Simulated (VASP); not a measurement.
Input of a VASP 6.6.1 run:

File INCAR:

```
PREC     = Accurate       # precision mode
ENCUT    = 520            # plane-wave cutoff, eV
EDIFF    = 1E-8           # SCF threshold, eV
ISMEAR   = 0              # smearing method
SIGMA    = 0.01           # smearing width, eV
LREAL    = F              # projectors in reciprocal space
LASPH    = T              # aspherical terms in the spheres
NELM     = 60             # most SCF steps
ALGO     = Normal         # electronic algorithm
ISIF     = 2              # what is computed and relaxed
LWAVE    = F              # write WAVECAR
LCHARG   = T              # write CHGCAR
GGA      = PS             # functional
IBRION   = 8              # ionic algorithm
NSW      = 1              # ionic steps
LEPSILON = T              # dielectric tensor by DFPT
```

File KPOINTS:

```
Automatic mesh
0
Gamma
  12 12 12
```

File POSCAR:

```
BN
1.0
    2.4616394404      0.0016060996     -0.2218616195
   -1.2222188617      2.1367889111      0.2218289781
   -0.9967331947     -0.8506325794      2.7020996913
B N
1 1
Direct
    0.9951419891      0.9934755654      0.0000035545
    0.6530070109      0.3224084346      0.9868014455
```

Potentials or basis: VASP PAW PBE potentials, release 64 (B, N).

Command:

```sh
$ cat potpaw_PBE.64/B/POTCAR potpaw_PBE.64/N/POTCAR > POTCAR
$ mpirun -np 1 vasp_std > vasp.out
```

(1) Predict the electronic dielectric tensor (diagonal).

(2) What does it give for the Born charges (mean of the diagonal)?

(3) What does it give for the highest phonon frequency at Γ, LO-TO splitting left out?

Answers

(1) 5.54, 5.55, 4.18.

(2) B +2.20; N -2.20 e.

(3) 1433 cm⁻¹.

Caveat: the cell wasn't relaxed at this level first, which shifts response properties.
